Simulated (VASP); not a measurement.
# Be2Si (C2/m) in VASP: relaxation of cell and atoms with PBE

Aim: the relaxation of cell and atoms of Be2Si with PBE.

All numbers are computed with VASP 6.6.1; they aren't measurements. Logs are shortened: lines on timing, memory, paths and dates and some standing lists are left out, and cuts for length are marked.

## 1. The cell of the first run

Symmetry: C2/m, No. 12, monoclinic system. The conventional cell has a = 6.489 Å, b = 3.803 Å, c = 6.303 Å, α = 90.00°, β = 110.61°, γ = 90.00°. Be (site symmetry m) has 6 Be at 2.28 to 2.93 Å and 4 Si at 2.29 to 2.32 Å within 3.0 Å. Within 3.0 Å of Be (site symmetry m) lie 4 Si at 2.28 to 2.31 Å and 5 Be at 2.48 to 2.61 Å. Within 3.0 Å of Si (site symmetry m) lie 8 Be at 2.28 to 2.32 Å.

## 2. Relaxation of cell and atoms, PBE

Contents of INCAR:

```
SYSTEM = Be2Si
ALGO = Fast
EDIFF = 1E-7
EDIFFG = -0.01
ENCUT = 600
GGA = PE
IBRION = 2
ISIF = 3
ISMEAR = 0
LASPH = .True.
LCHARG = .False.
LREAL = .False.
LWAVE = .False.
NELM = 80
NSW = 100
PREC = Accurate
SIGMA = 0.1
```

Contents of KPOINTS:

```
k-points
0
Gamma
  12 12 6
  0 0 0
```

Contents of POSCAR:

```
Be2Si
1.0
    3.2447185034     -1.9013438692      0.0000000000
    3.2447185034      1.9013438692      0.0000000000
   -2.2185410759      0.0000000000      5.9000541514
Be Si
4 2
Direct
    0.5827190875      0.5827190875      0.3671970427
    0.1696838113      0.1696838113      0.8718242910
    0.4172809125      0.4172809125      0.6328029573
    0.8303161887      0.8303161887      0.1281757090
    0.2054603739      0.2054603739      0.2489252607
    0.7945396261      0.7945396261      0.7510747393
```

Potentials or basis: VASP PAW PBE potentials, release 64 (Be, Si).

The run is started by

```
cat potpaw_PBE.64/Be/POTCAR potpaw_PBE.64/Si/POTCAR > POTCAR
mpirun -np 1 vasp_std > vasp.out
```

OUTCAR:

```text
SYSTEM = Be2Si
   EDIFF = 1E-7
   EDIFFG = -0.01
   ENCUT = 600
   GGA = PE
   IBRION = 2
   ISIF = 3
   ISMEAR = 0
   LASPH = .True.
   LREAL = .False.
   NELM = 80
   NSW = 100
   PREC = Accurate

 ion  position               nearest neighbor table
   1  0.583  0.583  0.367-   3 2.28   5 2.29   5 2.29   5 2.29   6 2.32
   2  0.170  0.170  0.872-   6 2.28   6 2.30   6 2.30   5 2.31
   3  0.417  0.417  0.633-   1 2.28   6 2.29   6 2.29   6 2.29   5 2.32
   4  0.830  0.830  0.128-   5 2.28   5 2.30   5 2.30   6 2.31
   5  0.205  0.205  0.249-   4 2.28   1 2.29   1 2.29   1 2.29   4 2.30   4 2.30   2 2.31   3 2.32

   6  0.795  0.795  0.751-   2 2.28   3 2.29   3 2.29   3 2.29   2 2.30   2 2.30   4 2.31   1 2.32

  LATTYP: Found a base centered monoclinic cell.
 ALAT       =     6.4894370068
 B/A-ratio  =     0.5859811467
 C/A-ratio  =     0.9713288138
 COS(beta)  =    -0.3519607066

  Lattice vectors:

 A1 = (   3.2447185034,  -1.9013438692,   0.0000000000)
 A2 = (   3.2447185034,   1.9013438692,   0.0000000000)
 A3 = (  -2.2185410759,   0.0000000000,   5.9000541514)

Analysis of symmetry for initial positions (statically):
=====================================================================
 Subroutine PRICEL returns:
 Original cell was already a primitive cell.

 Routine SETGRP: Setting up the symmetry group for a
 base centered monoclinic supercell.

 Subroutine GETGRP returns: Found  4 space group operations
 (whereof  4 operations were pure point group operations)
 out of a pool of  4 trial point group operations.

The static configuration has the point symmetry C_2h.

Analysis of symmetry for dynamics (positions and initial velocities):
=====================================================================
 Subroutine PRICEL returns:
 Original cell was already a primitive cell.

 Routine SETGRP: Setting up the symmetry group for a
 base centered monoclinic supercell.

 Subroutine GETGRP returns: Found  4 space group operations
 (whereof  4 operations were pure point group operations)
 out of a pool of  4 trial point group operations.

The dynamic configuration has the point symmetry C_2h.

 Subroutine INISYM returns: Found  4 space group operations
 (whereof  4 operations are pure point group operations),
 and found     1 'primitive' translations

----------------------------------------------------------------------------------------

                                     Primitive cell

  volume of cell :      72.7987

  direct lattice vectors                    reciprocal lattice vectors
     3.244718503 -1.901343869  0.000000000     0.154096572 -0.262971895  0.057943464
     3.244718503  1.901343869  0.000000000     0.154096572  0.262971895  0.057943464
    -2.218541076  0.000000000  5.900054151     0.000000000  0.000000000  0.169489970

  length of vectors
     3.760758790  3.760758790  6.303377150     0.310253793  0.310253793  0.169489970

  position of ions in fractional coordinates (direct lattice)
     0.582719088  0.582719088  0.367197043
     0.169683811  0.169683811  0.871824291
     0.417280912  0.417280912  0.632802957
     0.830316189  0.830316189  0.128175709
     0.205460374  0.205460374  0.248925261
     0.794539626  0.794539626  0.751074739

  ion indices of the primitive-cell ions
   primitive index   ion index
                 1           1
                 2           2
                 3           3
                 4           4
                 5           5
                 6           6

----------------------------------------------------------------------------------------

 KPOINTS: k-points

Automatic generation of k-mesh.
 Grid dimensions read from file:
 generate k-points for:   12   12    6

 Generating k-lattice:

  Cartesian coordinates                     Fractional coordinates (reciprocal lattice)
     0.012841381 -0.021914325  0.004828622     0.083333333  0.000000000  0.000000000
     0.012841381  0.021914325  0.004828622     0.000000000  0.083333333  0.000000000
     0.000000000  0.000000000  0.028248328     0.000000000  0.000000000  0.166666667

  Length of vectors
     0.025854483  0.025854483  0.028248328

  Shift w.r.t. Gamma in fractional coordinates (k-lattice)
     0.000000000  0.000000000  0.000000000

 Subroutine IBZKPT returns following result:
 ===========================================

 Found    242 irreducible k-points:

 Following reciprocal coordinates:
            Coordinates               Weight
  0.000000  0.000000  0.000000      1.000000
  0.083333 -0.000000  0.000000      4.000000
  0.166667  0.000000 -0.000000      4.000000
  0.250000 -0.000000  0.000000      4.000000
  0.333333  0.000000  0.000000      4.000000
  0.416667 -0.000000 -0.000000      4.000000
[... 16 lines left out ...]
  0.500000  0.166667 -0.000000      4.000000
 -0.416667  0.166667  0.000000      4.000000
 [... further k-points ...]
   k-points           NKPTS =    242   k-points in BZ     NKDIM =    242   number of bands    NBANDS=     12
   number of dos      NEDOS =    301   number of ions     NIONS =      6
   total plane-waves  NPLWV =  45000
   dimension x,y,z NGX =    30 NGY =   30 NGZ =   50
   dimension x,y,z NGXF=    60 NGYF=   60 NGZF=  100
   ions per type =               4   2
   NGX,Y,Z   is equivalent  to a cutoff of  13.26, 13.26, 13.19 a.u.
   NGXF,Y,Z  is equivalent  to a cutoff of  26.52, 26.52, 26.37 a.u.
 SYSTEM =  Be2Si
   PREC   = accura    normal or accurate (medium, high low for compatibility)
   ISTART =      0    job   : 0-new  1-cont  2-samecut
   ICHARG =      2    charge: 1-file 2-atom 10-const
   ISPIN  =      1    spin polarized calculation?
   LNONCOLLINEAR =      F non collinear calculations
   LSORBIT =      F    spin-orbit coupling
   LASPH  =      T    aspherical Exc in radial PAW
   ENCUT  =  600.0 eV  44.10 Ry    6.64 a.u.   7.51  7.51 12.59*2*pi/ulx,y,z
   NELM   =     80;   NELMIN=  2; NELMDL= -5     # of ELM steps
   EDIFF  = 0.1E-06   stopping-criterion for ELM
   LREAL  =      F    real-space projection
   EDIFFG = -.1E-01   stopping-criterion for IOM
   NSW    =    100    number of steps for IOM
   IBRION =      2    ionic relax: 0-MD 1-quasi-New 2-CG
   NFREE  =      1    steps in history (QN), initial steepest desc. (CG)
   ISIF   =      3    stress and relaxation
   ISYM   =      2    0-nonsym 1-usesym 2-fastsym
   POTIM  = 0.5000    time-step for ionic-motion
   TEBEG  =    0.0;   TEEND  =   0.0 temperature during run
   PSTRESS=    0.0 pullay stress
   NELECT =      16.0000    total number of electrons
   NUPDOWN=      -1.0000    fix difference up-down
   EMIN   =  10.00;   EMAX   =-10.00  energy-range for DOS
   EFERMI =   0.00;   METHOD = LEGACY
   ISMEAR =     0;   SIGMA  =   0.10  broadening in eV -4-tet -1-fermi 0-gaus
   EFERMI_NEDOS =   21; number of points for ismear=-14 and -15
   IALGO  =     68    algorithm
   IMIX   =      4    mixing-type and parameters
     AMIX     =   0.40;   BMIX     =  1.00
     AMIX_MAG =   1.60;   BMIX_MAG =  1.00
  volume/ion in A,a.u.               =      12.13        81.88
  Fermi-wavevector in a.u.,A,eV,Ry     =   0.987962  1.866978 13.280225  0.976069
  Thomas-Fermi vector in A             =   2.119454
   LORBIT       =      0    0 simple, 1 ext, 2 COOP (PROOUT), +10 PAW based schemes
   GGA     = PE    functional components
   LHFCALC =     F    Hartree Fock is set to
   AEXX    =    0.0000 exact exchange contribution
   IVDW    =     0    specifies the selected vdW correction
   LEPSILON=     F    determine dielectric tensor
   LRPA    =     F    only Hartree local field effects (RPA)
 conjugate gradient relaxation of ions
 non-spin polarized calculation
 RMM-DIIS sequential band-by-band and
 Gauss-broadening in eV      SIGMA  =   0.10
  energy-cutoff  :      600.00
  volume of cell :       72.80
 maximum number of plane-waves:      2460
   NGX = 15   NGY = 15   NGZ = 25

--------------------------------------- Ionic step        1  -------------------------------------------

 number of electron      16.0000000 magnetization

 Free energy of the ion-electron system (eV)
  ---------------------------------------------------
  ext. energy  EPLUGINS =         0.00000000
  ---------------------------------------------------
  free energy    TOTEN  =       -24.51143606 eV

  energy without entropy =      -24.50797870  energy(sigma->0) =      -24.50970738

------------------------ aborting loop because EDIFF is reached ----------------------------------------

  FORCE on cell =-STRESS in cart. coord.  units (eV):
  Direction    XX          YY          ZZ          XY          YZ          ZX
  --------------------------------------------------------------------------------------
  -------------------------------------------------------------------------------------
  Total        0.3089259     -0.2960356      0.0893424      0.0000000      0.0000000      0.0512409
  in kB        6.7989407     -6.5152465      1.9662754      0.0000000      0.0000000      1.1277271
  external PRESSURE =       0.7499899 kB  Pullay stress =       0.0000000 kB
[... 101 lines left out ...]
  FREE ENERGIE OF THE ION-ELECTRON SYSTEM (eV)
  ---------------------------------------------------
  free  energy   TOTEN  =       -24.5187150584 eV

  energy  without entropy=      -24.5155555176  energy(sigma->0) =      -24.51713529

[... ionic steps 4 to 9 ...]

--------------------------------------- Ionic step       10  -------------------------------------------

 number of electron      16.0000000 magnetization

------------------------ aborting loop because EDIFF is reached ----------------------------------------
[... 75 lines left out ...]
--------------------------------------- Ionic step       12  -------------------------------------------

 number of electron      16.0000000 magnetization

 Free energy of the ion-electron system (eV)
  ---------------------------------------------------
  ext. energy  EPLUGINS =         0.00000000
  ---------------------------------------------------
  free energy    TOTEN  =       -24.51976182 eV

  energy without entropy =      -24.51684998  energy(sigma->0) =      -24.51830590

 E-fermi :   6.7849     XC(G=0): -10.0129

 val. band max:        6.7736545512   @ k =   0.2500   0.2500   0.3333
 cond. band min:       6.7898208330   @ k =   0.5000   0.4167   0.0000
 fundamental gap:      0.0161662819
 Fermi energy:         6.7848729025

 k-point     1 :       0.0000    0.0000    0.0000
  band No.  band energies     occupation
      1      -5.3125      2.00000
      2      -2.6576      2.00000
      3      -0.4471      2.00000
      4       5.1435      2.00000
      5       5.4109      2.00000
      6       6.7010      1.76433
      7       7.0349      0.00041
      8       7.1158      0.00000
      9       7.1914      0.00000
     10       7.1929      0.00000
     11       7.8317      0.00000
     12       7.8776      0.00000
[... 331 lines left out ...]
 k-point    24 :      -0.4167    0.1667    0.0000
  band No.  band energies     occupation
      1      -2.6518      2.00000
      2      -2.2639      2.00000
      3       0.4001      2.00000
      4       1.0169      2.00000
      5       1.9384      2.00000
      6       2.2505      2.00000
      7       2.8653      2.00000
      8       3.9338      2.00000
      9       8.5407      0.00000
     10       9.0622      0.00000
     11       9.4041      0.00000
     12      10.3604      0.00000

 [... further k-points ...]
[... 5 lines left out ...]
  --------------------------------------------------------------------------------------
  -------------------------------------------------------------------------------------
  Total       -0.0081346     -0.0117466     -0.0034136      0.0000000      0.0000000     -0.0039233
  in kB       -0.1786123     -0.2579208     -0.0749533      0.0000000      0.0000000     -0.0861452
  external PRESSURE =      -0.1704955 kB  Pullay stress =       0.0000000 kB
[... 21 lines left out ...]
  FREE ENERGIE OF THE ION-ELECTRON SYSTEM (eV)
  ---------------------------------------------------
  free  energy   TOTEN  =       -24.5197618192 eV

  energy  without entropy=      -24.5168499770  energy(sigma->0) =      -24.51830590

 reached required accuracy - stopping structural energy minimisation
```

Run time: 30 min. Hardware: 1 thread of Oxide Virtual Turin-like, shared host; peak memory 0.36 GiB.

What came out:

```yaml
Free_energy: -24.5198 eV
Relaxed_volume: 12.16 Å³/atom
Relaxed_cell: a = 3.763 Å, b = 3.763 Å, c = 6.329 Å, α = 107.70°, β = 107.70°, γ = 60.44°
Space_group_after_relaxing_to_0.1_Å: C2/m (No. 12)
Energy_gained_by_relaxing: 1.4 meV/atom
Ionic_steps: 12
Pressure_after_relaxing: 0.0 GPa
Largest_force_after_relaxing: 0.008 eV/Å
Band_gap_on_the_k_mesh: zero (bands 8 and 9 overlap by 1.12 eV)
```

Forces on the atoms (eV/Å):
```
Be  -0.001  0.000 -0.006
Be  -0.008  0.000  0.001
Be   0.001  0.000  0.006
Be   0.008  0.000 -0.001
Si   0.006  0.000 -0.002
Si  -0.006  0.000  0.002
```

Step by step:
```tsv
step	energy change (eV)	largest force (eV/Å)	pressure (GPa)	volume (Å³)
1	0.0000	0.2290	0.07	72.80
2	-0.0064	0.0825	0.02	72.86
3	-0.0073	0.0397	0.00	72.89
4	-0.0076	0.0331	0.00	72.89
5	-0.0078	0.0257	0.00	72.90
6	-0.0080	0.0154	0.01	72.90
7	-0.0081	0.0130	0.02	72.90
8	-0.0081	0.0119	0.00	72.92
9	-0.0082	0.0142	-0.03	72.96
10	-0.0083	0.0115	0.00	72.94
11	-0.0083	0.0107	0.04	72.93
12	-0.0083	0.0076	-0.02	72.97
```

Final structure:
```yaml
crystal:
  lattice:
    - [3.25145, -1.89406, -0.00115]
    - [3.25145, 1.89406, -0.00115]
    - [-2.22522, 0.00000, 5.92507]
  atoms:
    - { symbol: Be, position: [0.58578, 0.58578, 0.36833] }
    - { symbol: Be, position: [0.17131, 0.17131, 0.87294] }
    - { symbol: Be, position: [0.41422, 0.41422, 0.63167] }
    - { symbol: Be, position: [0.82869, 0.82869, 0.12706] }
    - { symbol: Si, position: [0.20940, 0.20940, 0.24918] }
    - { symbol: Si, position: [0.79060, 0.79060, 0.75082] }
```
